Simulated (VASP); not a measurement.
# PbO2 (Fm-3m) in VASP: a series of runs, part 2 of 2

VASP 6.6.1. The steps go on from the part before.

**4. Vibrations by perturbation theory, LDA**

Contents of INCAR:

```
SYSTEM = PbO2
  PREC = Accurate
  ENCUT = 520
  EDIFF = 1E-8
  ISMEAR = -1
  SIGMA = 0.05
  LREAL = .False.
  LASPH = .True.
  NELM = 80
  ALGO = Normal
  ISIF = 2
  LWAVE = .False.
  LCHARG = .False.
  IBRION = 8
  NSW = 1
```

Contents of KPOINTS:

```
Automatic mesh
0
Gamma
  7 7 7
  0 0 0
```

Contents of POSCAR:

```
PbO2
1.0
    0.0000000000      2.7019920000      2.7019920000
    2.7019920000      0.0000000000      2.7019920000
    2.7019920000      2.7019920000      0.0000000000
Pb O
1 2
Direct
    0.0000000000      0.0000000000      0.0000000000
    0.7500000000      0.7500000000      0.7500000000
    0.2500000000      0.2500000000      0.2500000000
```

Potentials or basis: VASP PAW LDA potentials, release 64 (Pb_d, O).

On the command line:

```
cat potpaw_LDA.64/Pb_d/POTCAR potpaw_LDA.64/O/POTCAR > POTCAR
mpirun -np 1 vasp_std > vasp.out
```

OUTCAR:

```text
SYSTEM = PbO2
   PREC = Accurate
   ENCUT = 520
   EDIFF = 1E-8
   ISMEAR = -1
   LREAL = .False.
   LASPH = .True.
   NELM = 80
   ISIF = 2
   IBRION = 8
   NSW = 1

 ion  position               nearest neighbor table
   1  0.000  0.000  0.000-   2 2.34   2 2.34   2 2.34   3 2.34   3 2.34   3 2.34   3 2.34   2 2.34

   2  0.750  0.750  0.750-   1 2.34   1 2.34   1 2.34   1 2.34
   3  0.250  0.250  0.250-   1 2.34   1 2.34   1 2.34   1 2.34

  LATTYP: Found a face centered cubic cell.
 ALAT       =     5.4039840000

  Lattice vectors:

 A1 = (   0.0000000000,   2.7019920000,   2.7019920000)
 A2 = (   2.7019920000,   0.0000000000,   2.7019920000)
 A3 = (   2.7019920000,   2.7019920000,   0.0000000000)

Analysis of symmetry for initial positions (statically):
=====================================================================
 Subroutine PRICEL returns:
 Original cell was already a primitive cell.

 Routine SETGRP: Setting up the symmetry group for a
 face centered cubic supercell.

 Subroutine GETGRP returns: Found 48 space group operations
 (whereof 48 operations were pure point group operations)
 out of a pool of 48 trial point group operations.

The static configuration has the point symmetry O_h .

Analysis of symmetry for dynamics (positions and initial velocities):
=====================================================================
 Subroutine PRICEL returns:
 Original cell was already a primitive cell.

 Routine SETGRP: Setting up the symmetry group for a
 face centered cubic supercell.

 Subroutine GETGRP returns: Found 48 space group operations
 (whereof 48 operations were pure point group operations)
 out of a pool of 48 trial point group operations.

The dynamic configuration has the point symmetry O_h .

 Subroutine INISYM returns: Found 48 space group operations
 (whereof 48 operations are pure point group operations),
 and found     1 'primitive' translations

----------------------------------------------------------------------------------------

                                     Primitive cell

  volume of cell :      39.4532

  direct lattice vectors                    reciprocal lattice vectors
     0.000000000  2.701992000  2.701992000    -0.185048660  0.185048660  0.185048660
     2.701992000  0.000000000  2.701992000     0.185048660 -0.185048660  0.185048660
     2.701992000  2.701992000  0.000000000     0.185048660  0.185048660 -0.185048660

  length of vectors
     3.821193732  3.821193732  3.821193732     0.320513682  0.320513682  0.320513682

  position of ions in fractional coordinates (direct lattice)
     0.000000000  0.000000000  0.000000000
     0.750000000  0.750000000  0.750000000
[... 531 lines left out ...]

  FORCE on cell =-STRESS in cart. coord.  units (eV):
  Direction    XX          YY          ZZ          XY          YZ          ZX
  --------------------------------------------------------------------------------------
  -------------------------------------------------------------------------------------
  Total       -2.4406221     -2.4406221     -2.4406221      0.0000000     -0.0000000      0.0000000
  in kB      -99.1126165    -99.1126165    -99.1126165      0.0000000     -0.0000000      0.0000000
  external PRESSURE =     -99.1126165 kB  Pullay stress =       0.0000000 kB

 VOLUME and BASIS-vectors are now :
 -----------------------------------------------------------------------------
  energy-cutoff  :      520.00
  volume of cell :       39.45
      direct lattice vectors                 reciprocal lattice vectors
     0.000000000  2.701992000  2.701992000    -0.185048660  0.185048660  0.185048660
     2.701992000  0.000000000  2.701992000     0.185048660 -0.185048660  0.185048660
     2.701992000  2.701992000  0.000000000     0.185048660  0.185048660 -0.185048660

 POSITION                                       TOTAL-FORCE (eV/Angst)
 -----------------------------------------------------------------------------------
      0.00000      0.00000      0.00000         0.000000      0.000000      0.000000
      4.05299      4.05299      4.05299        -0.000000     -0.000000     -0.000000
      1.35100      1.35100      1.35100         0.000000      0.000000     -0.000000
 -----------------------------------------------------------------------------------
    total drift:                                0.000000      0.000000      0.000000

  FREE ENERGIE OF THE ION-ELECTRON SYSTEM (eV)
  ---------------------------------------------------
  free  energy   TOTEN  =       -18.0556482668 eV

  energy  without entropy=      -18.0495846272  energy(sigma->0) =      -18.05261645

[... ionic steps 2 to 3 ...]

--------------------------------------- Ionic step        4  -------------------------------------------

------------------------ aborting loop because EDIFF is reached ----------------------------------------

[... ionic steps 5 to 6 ...]

--------------------------------------- Ionic step        7  -------------------------------------------

 Free energy of the ion-electron system (eV)
  ---------------------------------------------------
  ---------------------------------------------------
  free energy    TOTEN  =        -0.35938197 eV

  energy without entropy =       -0.35938197

------------------------ aborting loop because EDIFF is reached ----------------------------------------

 INTERNAL STRAIN TENSOR  FOR ION    2  DIRECTION 1   (eV/Angst):
 -----------------------------------------------------------------------------
     0.00966  0.00000  0.00000
     0.00000 -0.00741  0.67333
     0.00000  0.67333 -0.00741

 INTERNAL STRAIN TENSOR FOR ION    3 for displacements in x,y,z  (eV/Angst):
          X           Y           Z          XY          YZ          ZX
  --------------------------------------------------------------------------------
  x    -0.00000     0.00000     0.00000     0.00000    -0.67333     0.00000
  y     0.00000    -0.00000     0.00000     0.00000     0.00000    -0.67333
  z     0.00000     0.00000    -0.00000    -0.67333     0.00000     0.00000

 SECOND DERIVATIVES (NOT SYMMETRIZED)
 ------------------------------------
               1X          1Y          1Z          2X          2Y          2Z          3X          3Y          3Z
  1X    -5.479657    0.000000    0.000000    2.739829    0.000000    0.000000    2.739829    0.000000    0.000000
  1Y     0.000000   -5.479657    0.000000    0.000000    2.739829    0.000000    0.000000    2.739829    0.000000
  1Z     0.000000    0.000000   -5.479657    0.000000    0.000000    2.739829    0.000000    0.000000    2.739829
  2X     2.748316    0.000000    0.000000   -6.039558    0.000000    0.000000    3.291241    0.000000    0.000000
  2Y     0.000000    2.748316    0.000000    0.000000   -6.039558    0.000000    0.000000    3.291241    0.000000
  2Z     0.000000    0.000000    2.748316    0.000000    0.000000   -6.039558    0.000000    0.000000    3.291241
  3X     2.748316    0.000000    0.000000    3.291241    0.000000    0.000000   -6.039558    0.000000    0.000000
  3Y     0.000000    2.748316    0.000000    0.000000    3.291241    0.000000    0.000000   -6.039558    0.000000
  3Z     0.000000    0.000000    2.748316    0.000000    0.000000    3.291241    0.000000    0.000000   -6.039558

 Eigenvectors and eigenvalues of the dynamical matrix
 ----------------------------------------------------

   1 f  =   11.938511 THz    75.011875 2PiTHz  398.225852 cm-1    49.373691 meV
             X         Y         Z           dx          dy          dz
      0.000000  0.000000  0.000000    -0.000000    0.000000    0.000000
      4.052988  4.052988  4.052988    -0.705723    0.044221   -0.000000
      1.350996  1.350996  1.350996     0.705723   -0.044221   -0.000000
[... 43 lines left out ...]
   9 f/i=    0.003660 THz     0.022997 2PiTHz    0.122089 cm-1     0.015137 meV
             X         Y         Z           dx          dy          dz
      0.000000  0.000000  0.000000    -0.350438    0.860722    0.054124
      4.052988  4.052988  4.052988    -0.097231    0.238812    0.015017
      1.350996  1.350996  1.350996    -0.097231    0.238812    0.015017

--------------------------------------------------------------------------------------------------------

 ELASTIC MODULI CONTR FROM IONIC RELAXATION (kBar)
 Direction    XX          YY          ZZ          XY          YZ          ZX
 --------------------------------------------------------------------------------
 XX          -0.0000      0.0000     -0.0000     -0.0000     -0.0000      0.0000
 YY           0.0000     -0.0000      0.0000      0.0000      0.0000     -0.0000
 ZZ          -0.0000      0.0000     -0.0000     -0.0000     -0.0000      0.0000
 XY          -0.0000      0.0000     -0.0000     -3.9464     -0.0000      0.0000
 YZ          -0.0000      0.0000     -0.0000     -0.0000     -3.9464      0.0000
 ZX           0.0000     -0.0000      0.0000      0.0000      0.0000     -3.9464
 --------------------------------------------------------------------------------
```

stdout:

```text
POSCAR found type information on POSCAR PbO
 POSCAR found :  2 types and       3 ions
 scaLAPACK will be used
 LDA part: xc-table for (Slater(with rela. corr.)+CA(PZ))
 , standard interpolation
 POSCAR, INCAR and KPOINTS ok, starting setup
 FFT: planning ... GRIDC
 FFT: planning ... GRID_SOFT
 FFT: planning ... GRID
 WAVECAR not read
 entering main loop
 Linear response reoptimize wavefunctions to high precision
 Linear response DOF=           2
 Linear response progress:
 first order change of Fermi-energy   0.55092E-04
 force on displaced ion       1 direction 1 :  -5.480   0.000   0.000
 Linear response progress:
 first order change of Fermi-energy   0.43257E-04
 force on displaced ion       2 direction 1 :  -6.040  -0.000  -0.000
 Linear response finished
```

Wall time 84 s (1 thread of Intel Xeon Platinum 8488C (Sapphire Rapids), shared host); peak memory 0.22 GiB.

What came out:

- Highest phonon frequency at Γ, LO-TO splitting left out: 398 cm⁻¹

Phonon frequencies in cm⁻¹ (negative: imaginary):
| q point | frequencies |
| --- | --- |
| (0.000, 0.000, 0.000) | 0 0 0 232 232 232 398 398 398 |

Caveat: the cell wasn't relaxed at this level first, which shifts response properties; spin-orbit coupling is left out, which moves the levels of the heavy elements.

**5. Vibrations by perturbation theory, PBE**

Contents of INCAR:

```
PREC     = Accurate       # precision mode
ENCUT    = 520            # plane-wave cutoff, eV
EDIFF    = 1E-8           # SCF threshold, eV
ISMEAR   = -1             # smearing method
SIGMA    = 0.05           # smearing width, eV
LREAL    = False          # projectors in reciprocal space
LASPH    = True           # aspherical terms in the spheres
NELM     = 80             # most SCF steps
ALGO     = Normal         # electronic algorithm
ISIF     = 2              # what is computed and relaxed
LWAVE    = False          # write WAVECAR
LCHARG   = False          # write CHGCAR
GGA      = PE             # functional
IBRION   = 8              # ionic algorithm
NSW      = 1              # ionic steps
```

Contents of KPOINTS:

```
regular mesh
0
Gamma
  7 7 7
```

POSCAR is that of step 4.

Potentials or basis: VASP PAW PBE potentials, release 64 (Pb_d, O).

On the command line:

```
cat potpaw_PBE.64/Pb_d/POTCAR potpaw_PBE.64/O/POTCAR > POTCAR
mpirun -np 1 vasp_std > vasp.out
```

OUTCAR:

```text
PREC = Accurate
   ENCUT = 520
   EDIFF = 1E-8
   ISMEAR = -1
   LREAL = False
   LASPH = True
   NELM = 80
   ISIF = 2
   GGA = PE
   IBRION = 8
   NSW = 1

 ion  position               nearest neighbor table
   1  0.000  0.000  0.000-   2 2.34   2 2.34   2 2.34   3 2.34   3 2.34   3 2.34   3 2.34   2 2.34

   2  0.750  0.750  0.750-   1 2.34   1 2.34   1 2.34   1 2.34
   3  0.250  0.250  0.250-   1 2.34   1 2.34   1 2.34   1 2.34

  LATTYP: Found a face centered cubic cell.
 ALAT       =     5.4039840000

  Lattice vectors:

 A1 = (   0.0000000000,   2.7019920000,   2.7019920000)
 A2 = (   2.7019920000,   0.0000000000,   2.7019920000)
 A3 = (   2.7019920000,   2.7019920000,   0.0000000000)

Analysis of symmetry for initial positions (statically):
=====================================================================
 Subroutine PRICEL returns:
 Original cell was already a primitive cell.

 Routine SETGRP: Setting up the symmetry group for a
 face centered cubic supercell.

 Subroutine GETGRP returns: Found 48 space group operations
 (whereof 48 operations were pure point group operations)
 out of a pool of 48 trial point group operations.

The static configuration has the point symmetry O_h .

Analysis of symmetry for dynamics (positions and initial velocities):
=====================================================================
 Subroutine PRICEL returns:
 Original cell was already a primitive cell.

 Routine SETGRP: Setting up the symmetry group for a
 face centered cubic supercell.

 Subroutine GETGRP returns: Found 48 space group operations
[... 592 lines left out ...]

------------------------ aborting loop because EDIFF is reached ----------------------------------------

[... ionic steps 5 to 6 ...]

--------------------------------------- Ionic step        7  -------------------------------------------

 Free energy of the ion-electron system (eV)
  ---------------------------------------------------
  ---------------------------------------------------
  free energy    TOTEN  =        -0.36724993 eV

  energy without entropy =       -0.36724993

------------------------ aborting loop because EDIFF is reached ----------------------------------------

 INTERNAL STRAIN TENSOR  FOR ION    2  DIRECTION 1   (eV/Angst):
 -----------------------------------------------------------------------------
     0.01001  0.00000  0.00000
     0.00000 -0.00746  1.60579
     0.00000  1.60579 -0.00746

 INTERNAL STRAIN TENSOR FOR ION    3 for displacements in x,y,z  (eV/Angst):
          X           Y           Z          XY          YZ          ZX
  --------------------------------------------------------------------------------
  x     0.00000     0.00000    -0.00000     0.00000    -1.60579     0.00000
  y     0.00000    -0.00000    -0.00000     0.00000     0.00000    -1.60579
  z    -0.00000     0.00000    -0.00000    -1.60579     0.00000     0.00000

 SECOND DERIVATIVES (NOT SYMMETRIZED)
 ------------------------------------
               1X          1Y          1Z          2X          2Y          2Z          3X          3Y          3Z
  1X    -6.224519    0.000000    0.000000    3.112260    0.000000    0.000000    3.112260    0.000000    0.000000
  1Y     0.000000   -6.224519    0.000000    0.000000    3.112260    0.000000    0.000000    3.112260    0.000000
  1Z     0.000000    0.000000   -6.224519    0.000000    0.000000    3.112260    0.000000    0.000000    3.112260
  2X     3.122090    0.000000    0.000000   -6.626764    0.000000    0.000000    3.504675    0.000000    0.000000
  2Y     0.000000    3.122090    0.000000    0.000000   -6.626764    0.000000    0.000000    3.504675    0.000000
  2Z     0.000000    0.000000    3.122090    0.000000    0.000000   -6.626764    0.000000    0.000000    3.504675
  3X     3.122090    0.000000    0.000000    3.504675    0.000000    0.000000   -6.626764    0.000000    0.000000
  3Y     0.000000    3.122090    0.000000    0.000000    3.504675    0.000000    0.000000   -6.626764    0.000000
  3Z     0.000000    0.000000    3.122090    0.000000    0.000000    3.504675    0.000000    0.000000   -6.626764

 Eigenvectors and eigenvalues of the dynamical matrix
 ----------------------------------------------------

   1 f  =   12.440170 THz    78.163892 2PiTHz  414.959397 cm-1    51.448385 meV
             X         Y         Z           dx          dy          dz
      0.000000  0.000000  0.000000     0.000000    0.000000    0.000000
      4.052988  4.052988  4.052988     0.706916    0.016426   -0.000000
      1.350996  1.350996  1.350996    -0.706916   -0.016426   -0.000000
[... 43 lines left out ...]
   9 f/i=    0.003977 THz     0.024990 2PiTHz    0.132666 cm-1     0.016448 meV
             X         Y         Z           dx          dy          dz
      0.000000  0.000000  0.000000    -0.561257   -0.742681    0.000353
      4.052988  4.052988  4.052988    -0.155719   -0.206055    0.000098
      1.350996  1.350996  1.350996    -0.155719   -0.206055    0.000098

--------------------------------------------------------------------------------------------------------

 ELASTIC MODULI CONTR FROM IONIC RELAXATION (kBar)
 Direction    XX          YY          ZZ          XY          YZ          ZX
 --------------------------------------------------------------------------------
 XX          -0.0000      0.0000      0.0000     -0.0000      0.0000      0.0000
 YY           0.0000     -0.0000     -0.0000      0.0000      0.0000     -0.0000
 ZZ           0.0000     -0.0000     -0.0000     -0.0000     -0.0000     -0.0000
 XY          -0.0000      0.0000     -0.0000    -20.6711     -0.0000      0.0000
 YZ           0.0000      0.0000     -0.0000     -0.0000    -20.6711     -0.0000
 ZX           0.0000     -0.0000     -0.0000      0.0000     -0.0000    -20.6711
 --------------------------------------------------------------------------------
```

Wall time 2 min (1 thread of Intel Xeon Platinum 8488C (Sapphire Rapids), shared host); peak memory 0.23 GiB.

What came out:

```
Highest phonon frequency at Γ, LO-TO splitting left out : 415 cm⁻¹
```

Phonon frequencies in cm⁻¹ (negative: imaginary):
```tsv
q point	frequencies
(0.000, 0.000, 0.000)	0 0 0 247 247 247 415 415 415
```

Caveat: spin-orbit coupling is left out, which moves the levels of the heavy elements.

**6. Elastic constants, LDA**

Contents of INCAR:

```
PREC = Accurate
ENCUT = 600
EDIFF = 1E-8
ISMEAR = -1
SIGMA = 0.05
LREAL = False
LASPH = True
NELM = 100
ALGO = Normal
ISIF = 3
LWAVE = False
LCHARG = False
IBRION = 6
NFREE = 2
POTIM = 0.015
NSW = 1
```

Contents of KPOINTS:

```
Automatic mesh
0
Gamma
  7 7 7
```

POSCAR is that of step 5.

Potentials or basis: VASP PAW LDA potentials, release 64 (Pb_d, O).

On the command line:

```
cat potpaw_LDA.64/Pb_d/POTCAR potpaw_LDA.64/O/POTCAR > POTCAR
mpirun -np 1 vasp_std > vasp.out
```

It took 8.3 min on 1 thread of Intel Xeon Platinum 8488C (Sapphire Rapids), shared host; peak memory 0.26 GiB.

Results (log left out):

* Elastic constants C11, C12, C44: 283, 43, -1 GPa
* Voigt bulk modulus: 123 GPa
* Highest phonon frequency at Γ, LO-TO splitting left out: 399 cm⁻¹

Phonon frequencies in cm⁻¹ (negative: imaginary):
```tsv
q point	frequencies
(0.000, 0.000, 0.000)	0 0 0 232 232 232 399 399 399
```

Elastic tensor in Voigt notation (GPa, in the Cartesian axes of the cell as first typed):
```
283  43  43   0   0   0
 43 283  43   0   0   0
 43  43 283   0   0   0
  0   0   0  -1   0   0
  0   0   0   0  -1   0
  0   0   0   0   0  -1
```

Clamped-ion elastic tensor (GPa):
```
283  43  43   0   0   0
 43 283  43   0   0   0
 43  43 283   0   0   0
  0   0   0   0   0   0
  0   0   0   0   0   0
  0   0   0   0   0   0
```

Caveat: the cell is under stress, which shifts elastic constants; the elastic tensor has a negative eigenvalue, so either the cell is unstable as it stands or the mesh is too thin; spin-orbit coupling is left out, which moves the levels of the heavy elements.
